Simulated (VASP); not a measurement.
A run of VASP 6.6.1 is set up as follows.

INCAR

```
SYSTEM = Al
PREC = Accurate
ENCUT = 520
EDIFF = 1E-6
ISMEAR = -1
SIGMA = 0.05
LREAL = .FALSE.
LASPH = .TRUE.
NELM = 100
ALGO = Normal
ISIF = 2
LWAVE = .FALSE.
LCHARG = .FALSE.
GGA = PS
NBANDS = 8
```

File KPOINTS:

```
Automatic mesh
0
G
  10 10 10
  0 0 0
```

File POSCAR:

```
Al
1.0
    0.0000000000      2.0058819699      2.0058819699
    2.0058819699      0.0000000000      2.0058819699
    2.0058819699      2.0058819699      0.0000000000
Al
1
Direct
    0.0000000000      0.0000000000      0.0000000000
```

Potentials or basis: VASP PAW PBE potentials, release 64 (Al).

The run is started by

```bash
$ cat potpaw_PBE.64/Al/POTCAR > POTCAR
$ mpirun -np 1 vasp_std > vasp.out
```

Problem. What does it give for the pressure?

Solution. 0.0 GPa.

Caveat: the PAW data sets were made with another functional, which shifts forces and pressure a little.
